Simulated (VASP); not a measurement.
# MnSiSe3 (Pm-3m) in VASP: notebook, part 2 of 2

VASP 6.6.1. Earlier steps stand in the parts before.

## Step 3: Single point, PBE, collinear spin, ferromagnetic start

This run uses another cell than the first one, of 22.47 Å³/atom.

The input, INCAR:

```
PREC     = Accurate       # precision mode
ENCUT    = 520            # plane-wave cutoff, eV
EDIFF    = 1E-6           # SCF threshold, eV
ISMEAR   = 0              # smearing method
SIGMA    = 0.1            # smearing width, eV
LREAL    = F              # projectors in reciprocal space
LASPH    = T              # aspherical terms in the spheres
NELM     = 150            # most SCF steps
ALGO     = Normal         # electronic algorithm
ISIF     = 2              # what is computed and relaxed
LWAVE    = F              # write WAVECAR
LCHARG   = F              # write CHGCAR
ISPIN    = 2              # spin polarisation
MAGMOM   = 3.55 0.19 0 0 0 # initial moments
LORBIT   = 11             # projections on sites
LMAXMIX  = 4              # l up to which the mixer works
GGA      = PE             # functional
NBANDS   = 30             # bands
```

The input, KPOINTS:

```
regular mesh
0
Gamma
  8 8 8
```

The input, POSCAR:

```
MnSiSe3
1.0
    4.8252538597      0.0000000000      0.0000000000
    0.0000000000      4.8252538597      0.0000000000
    0.0000000000      0.0000000000      4.8252538597
Mn Si Se
1 1 3
Direct
    0.5000000000      0.5000000000      0.5000000000
    0.0000000000      0.0000000000      0.0000000000
    0.5000000000      0.0000000000      0.5000000000
    0.0000000000      0.5000000000      0.5000000000
    0.5000000000      0.5000000000      0.0000000000
```

Potentials or basis: VASP PAW PBE potentials, release 64 (Mn_pv, Si, Se).

Run with:

```sh
cat potpaw_PBE.64/Mn_pv/POTCAR potpaw_PBE.64/Si/POTCAR potpaw_PBE.64/Se/POTCAR > POTCAR
mpirun -np 1 vasp_std > vasp.out
```

OUTCAR:

```text
PREC = Accurate
   ENCUT = 520
   EDIFF = 1E-6
   ISMEAR = 0
   LREAL = F
   LASPH = T
   NELM = 150
   ISIF = 2
   ISPIN = 2
   LORBIT = 11
   GGA = PE

 ion  position               nearest neighbor table
   1  0.500  0.500  0.500-   3 2.41   4 2.41   5 2.41   5 2.41   3 2.41   4 2.41
   2  0.000  0.000  0.000-
   3  0.500  0.000  0.500-   1 2.41   1 2.41
   4  0.000  0.500  0.500-   1 2.41   1 2.41
   5  0.500  0.500  0.000-   1 2.41   1 2.41

  LATTYP: Found a simple cubic cell.
 ALAT       =     4.8252538597

  Lattice vectors:

 A1 = (   4.8252538597,   0.0000000000,   0.0000000000)
 A2 = (   0.0000000000,   4.8252538597,   0.0000000000)
 A3 = (   0.0000000000,   0.0000000000,   4.8252538597)

Analysis of symmetry for initial positions (statically):
=====================================================================
 Subroutine PRICEL returns:
 Original cell was already a primitive cell.

 Routine SETGRP: Setting up the symmetry group for a
 simple cubic supercell.

 Subroutine GETGRP returns: Found 48 space group operations
 (whereof 48 operations were pure point group operations)
 out of a pool of 48 trial point group operations.

The static configuration has the point symmetry O_h .

Analysis of symmetry for dynamics (positions and initial velocities):
=====================================================================
 Subroutine PRICEL returns:
 Original cell was already a primitive cell.

 Routine SETGRP: Setting up the symmetry group for a
 simple cubic supercell.

 Subroutine GETGRP returns: Found 48 space group operations
 (whereof 48 operations were pure point group operations)
 out of a pool of 48 trial point group operations.

The dynamic configuration has the point symmetry O_h .

Analysis of structural, dynamic, and magnetic symmetry:
=====================================================================
 Subroutine PRICEL returns:
 Original cell was already a primitive cell.
[... 167 lines left out ...]
 fundamental gap:      0.0577548064
 Fermi energy:         4.2271034522

 spin component 1

 k-point     1 :       0.0000    0.0000    0.0000
  band No.  band energies     occupation
      1     -45.8596      1.00000
      2     -45.8595      1.00000
      3     -45.8595      1.00000
      4      -9.9547      1.00000
      5      -7.9000      1.00000
      6      -7.9000      1.00000
[... 757 lines left out ...]
     28      12.4634      0.00000
     29      13.0129      0.00000

 [... further k-points ...]

 spin component 2

 k-point     1 :       0.0000    0.0000    0.0000
  band No.  band energies     occupation
      1     -42.2970      1.00000
      2     -42.2970      1.00000
      3     -42.2970      1.00000
      4      -9.8685      1.00000
      5      -7.8228      1.00000
      6      -7.8228      1.00000
[... 757 lines left out ...]
     28      12.8095      0.00000
     29      13.2106      0.00000

 [... further k-points ...]

 [bands above 29 left out]

------------------------ aborting loop because EDIFF is reached ----------------------------------------

  FORCE on cell =-STRESS in cart. coord.  units (eV):
  Direction    XX          YY          ZZ          XY          YZ          ZX
  --------------------------------------------------------------------------------------
  -------------------------------------------------------------------------------------
  Total        0.0470986      0.0470986      0.0470986     -0.0000000      0.0000000     -0.0000000
  in kB        0.6716730      0.6716730      0.6716730     -0.0000000      0.0000000     -0.0000000
  external PRESSURE =       0.6716730 kB  Pullay stress =       0.0000000 kB

 VOLUME and BASIS-vectors are now :
 -----------------------------------------------------------------------------
  energy-cutoff  :      520.00
  volume of cell :      112.35
      direct lattice vectors                 reciprocal lattice vectors
     4.825253860  0.000000000  0.000000000     0.207242982  0.000000000  0.000000000
     0.000000000  4.825253860  0.000000000     0.000000000  0.207242982  0.000000000
     0.000000000  0.000000000  4.825253860     0.000000000  0.000000000  0.207242982

 POSITION                                       TOTAL-FORCE (eV/Angst)
 -----------------------------------------------------------------------------------
      2.41263      2.41263      2.41263         0.000000      0.000000      0.000000
      0.00000      0.00000      0.00000         0.000000      0.000000      0.000000
      2.41263      0.00000      2.41263         0.000000      0.000000      0.000000
      0.00000      2.41263      2.41263         0.000000      0.000000      0.000000
      2.41263      2.41263      0.00000         0.000000      0.000000      0.000000
 -----------------------------------------------------------------------------------
    total drift:                                0.000000      0.000000      0.000000

  FREE ENERGIE OF THE ION-ELECTRON SYSTEM (eV)
  ---------------------------------------------------
  free  energy   TOTEN  =       -23.0877937589 eV

  energy  without entropy=      -23.0754442554  energy(sigma->0) =      -23.08161901

 total charge

# of ion       s       p       d       tot
------------------------------------------
    1        0.302   6.295   5.063  11.660
    2        0.999   0.384   0.000   1.383
    3        1.485   2.270   0.035   3.791
    4        1.485   2.270   0.035   3.791
    5        1.485   2.270   0.035   3.791
--------------------------------------------------
tot          5.757  13.490   5.168  24.414

 magnetization (x)

# of ion       s       p       d       tot
------------------------------------------
    1        0.038   0.028   3.278   3.344
    2        0.003   0.078   0.000   0.081
    3        0.008  -0.005   0.009   0.012
    4        0.008  -0.005   0.009   0.012
    5        0.008  -0.005   0.009   0.012
--------------------------------------------------
tot          0.066   0.091   3.305   3.462
```

OSZICAR:

```text
N       E                     dE             d eps       ncg     rms          rms(c)
DAV:   1     0.216907597444E+03    0.21691E+03   -0.16628E+04  4696   0.104E+03
DAV:   2    -0.704360178736E+01   -0.22395E+03   -0.21072E+03  4430   0.247E+02
DAV:   3    -0.255614422398E+02   -0.18518E+02   -0.17696E+02  5140   0.709E+01
DAV:   4    -0.259184503530E+02   -0.35701E+00   -0.35518E+00  4884   0.995E+00
DAV:   5    -0.259216858018E+02   -0.32354E-02   -0.32351E-02  4852   0.112E+00    0.186E+01
DAV:   6    -0.412121009673E+02   -0.15290E+02   -0.31635E+01  4834   0.655E+01    0.532E+01
DAV:   7    -0.224184668896E+02    0.18794E+02   -0.25015E+01  4772   0.651E+01    0.857E+00
DAV:   8    -0.229937766953E+02   -0.57531E+00   -0.26649E+00  4856   0.826E+00    0.445E+00
DAV:   9    -0.230760485225E+02   -0.82272E-01   -0.21296E-01  4800   0.415E+00    0.236E+00
DAV:  10    -0.230824859266E+02   -0.64374E-02   -0.56949E-02  5066   0.152E+00    0.134E+00
DAV:  11    -0.230873434681E+02   -0.48575E-02   -0.18599E-02  4886   0.115E+00    0.545E-01
DAV:  12    -0.230877077238E+02   -0.36426E-03   -0.10971E-03  4704   0.221E-01    0.182E-01
DAV:  13    -0.230877776265E+02   -0.69903E-04   -0.13642E-04  5176   0.108E-01    0.541E-02
DAV:  14    -0.230877839513E+02   -0.63248E-05   -0.25278E-05  4976   0.362E-02    0.410E-02
DAV:  15    -0.230877939175E+02   -0.99662E-05   -0.12531E-05  4806   0.349E-02    0.109E-02
DAV:  16    -0.230877937589E+02    0.15863E-06   -0.28172E-06  4496   0.116E-02
   1 F= -.23087794E+02 E0= -.23081619E+02  d E =-.123495E-01  mag=     3.8749
```

It took 3.8 min on 1 thread of Intel Xeon 8259CL, shared host; peak memory 0.35 GiB.

What came out:

```
Free energy                                           : -23.0878 eV
Pressure                                              : 0.1 GPa
Net moment                                            : 3.88 μB per cell
Site moments                                          : Mn +3.34; Si +0.08; Se +0.01 μB
Valence electrons inside the program's atomic spheres : Mn 11.66; Si 1.38; Se 3.79
```

Caveat: a cell with one magnetic atom can't hold antiferromagnetic order, which such compounds often take; semilocal functionals often make such compounds metallic where correlation or magnetic order opens a gap, which also shifts bond lengths. With open d or f shells a metallic result of PBE can be an artefact of self-interaction; +U or a hybrid may open a gap.
